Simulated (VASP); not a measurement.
Crystal: HfOs.

```
Hf Os
1.0
     3.26064    0.00000    0.00000
     0.00000    3.26064    0.00000
     0.00000    0.00000    3.26064
Hf Os
1 1
Direct
  0.00000 0.00000 0.00000
  0.50000 0.50000 0.50000
```

| Item | Value |
| --- | --- |
| Program | VASP 6.6.1 |
| Task | relaxation of cell and atoms |
| Functional | LDA |
| Potentials or basis | VASP PAW LDA potentials, release 64 (Hf_pv, Os) |
| Cutoff | 600 eV |
| k mesh | 14 × 14 × 14 |
| Occupations | gaussian, width 0.1 eV |
| Spin | no spin polarisation |

At the start: pressure -13.0 GPa; volume 17.33 Å³/atom.

Problem. How do energy, volume and symmetry change on relaxing?

Solution. Over 7 steps the energy falls by 40.6 meV/atom and the volume is 16.38 Å³/atom (-5.5 %); space group Pm-3m (No. 221, to 0.1 Å) before and after.

Step by step:
```tsv
step	energy change (eV)	largest force (eV/Å)	pressure (GPa)	volume (Å³)
1	0.0000	0.0000	-12.95	34.67
2	0.6111	0.0000	54.40	28.10
3	-0.0809	0.0000	-0.91	32.87
4	-0.0812	0.0000	-0.15	32.77
5	-0.0813	0.0000	0.12	32.74
6	-0.0812	0.0000	-0.24	32.79
7	-0.0813	0.0000	0.00	32.75
```

Final structure:
```
Hf Os
1.0
     3.19947    0.00000    0.00000
     0.00000    3.19947    0.00000
     0.00000    0.00000    3.19947
Hf Os
1 1
Direct
  0.00000 0.00000 0.00000
  0.50000 0.50000 0.50000
```
